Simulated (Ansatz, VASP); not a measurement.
## BaTiO3 in VASP and in Ansatz

```
Ba Ti O
1.0
     2.69505    1.55599    2.32099
    -2.69505    1.55599    2.32099
     0.00000   -3.11198    2.32099
Ba Ti O
1 1 3
Cartesian
  0.0000 0.0000 6.9627
  0.0000 0.0000 3.5351
  0.0000 -1.5382 4.5747
  -1.3321 0.7691 4.5747
  1.3321 0.7691 4.5747
```

Change from the starting cell: strain -0.050 along x and y, +0.000 along z, atoms carried along.

Alike in both runs: task single point; functional r2SCAN; k mesh 6 × 6 × 6; occupations gaussian, width 0.05 eV; no spin polarisation; Hubbard terms Ti d U = 4.0 eV.

|  | VASP | Ansatz |
| --- | --- | --- |
| version | VASP 6.6.1 | Ansatz 0.2.0 |
| potentials or method | VASP PAW PBE potentials, release 64 (Ba_sv, Ti_sv, O), cutoff 520 eV | scalar-relativistic, plane waves, PAW |
| valence electrons in the cell | 40 | 40 |

```csv
,VASP,Ansatz,Ansatz less VASP
gap on the k mesh at the Fermi level (eV),3.06,3.10,+0.037
least direct gap on the mesh (eV),3.16,3.16,-0.001
pressure (GPa),28.6,23.0,-5.56
"traceless stress, the component that is largest in VASP (GPa)",-11.30,-10.76,+0.541
rms of the force components (eV/Å),0.574,0.334,-0.2397
```

VASP's potentials were made for PBE, not for r2SCAN. The programs project onto different local orbitals, so the same U acts differently, and such runs can settle in different states. Atom by atom the forces differ by 0.244 eV/Å (rms over components).

Spin-orbit coupling is off throughout.
